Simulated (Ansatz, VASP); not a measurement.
## One calculation of SnO, two programs

File INCAR:

```
SYSTEM = SnO
ALGO = Normal
DIPOL = 0.5 0.5 0.256
EDIFF = 1E-6
ENCUT = 520
GGA = PE
GGA_COMPAT = .False.
IDIPOL = 3
ISIF = 2
ISMEAR = 0
IVDW = 12
LASPH = .True.
LCHARG = .False.
LDIPOL = .True.
LREAL = .False.
LWAVE = .False.
NBANDS = 28
NELM = 120
NELMDL = -8
PREC = Accurate
SIGMA = 0.05
```

File KPOINTS:

```
k-points
0
Gamma
  7 7 1
  0 0 0
```

File POSCAR:

```
SnO
1.0
    3.8201708766      0.0000000000      0.0000000000
    0.0000000000      3.8201708766      0.0000000000
    0.0000000000      0.0000000000     22.2260720666
Sn O
2 2
Direct
    0.5000000000      0.0000000000      0.2024649244
    0.0000000000      0.5000000000      0.3087831270
    0.0000000000      0.0000000000      0.2556240257
    0.5000000000      0.5000000000      0.2556240257
```

Input for Ansatz:

```yaml
crystal:
  lattice:
    - [3.820171348, 0.0, 0.0]
    - [0.0, 3.820171348, 0.0]
    - [0.0, 0.0, 22.2260704682]
  atoms:
    - { symbol: Sn, position: [0.5, 0.0, 0.2024649389] }
    - { symbol: O, position: [0.0, 0.0, 0.2556240261] }
    - { symbol: O, position: [0.5, 0.5, 0.2556240261] }
    - { symbol: Sn, position: [0.0, 0.5, 0.3087831132] }
basis:
  ecutwfc: 420
kpoints:
  mp_grid: { grid: [7, 7, 1] }
hamiltonian:
  xc: pbe
  pseudopotentials: { kind: paw, azcp: { folder: soft_1 } }
  dispersion: d3bj
scf:
  occupations: { method: gaussian, width: 0.05 }
output:
  forces: true
  eigenvalues: true
efield:
  axis: 3
  dipole_correction: true
  ramp_width: 0.04
```

Alike in both runs: task single point; functional PBE; dispersion D3(BJ); k mesh 7 × 7 × 1; occupations gaussian, width 0.05 eV; no spin polarisation.

|  | VASP | Ansatz |
| --- | --- | --- |
| version | VASP 6.6.1 | Ansatz 0.2.0 |
| potentials or method | VASP PAW PBE potentials, release 64 (Sn_d, O), cutoff 520 eV | scalar-relativistic, plane waves, PAW |
| valence electrons in the cell | 40 | 40 |

|  | VASP | Ansatz | Ansatz less VASP |
| --- | --- | --- | --- |
| gap on the k mesh at the Fermi level (eV) | 3.06 | 3.07 | +0.011 |
| least direct gap on the mesh (eV) | 3.14 | 3.18 | +0.035 |
| rms of the force components (eV/Å) | 0.040 | 0.000 | -0.0396 |
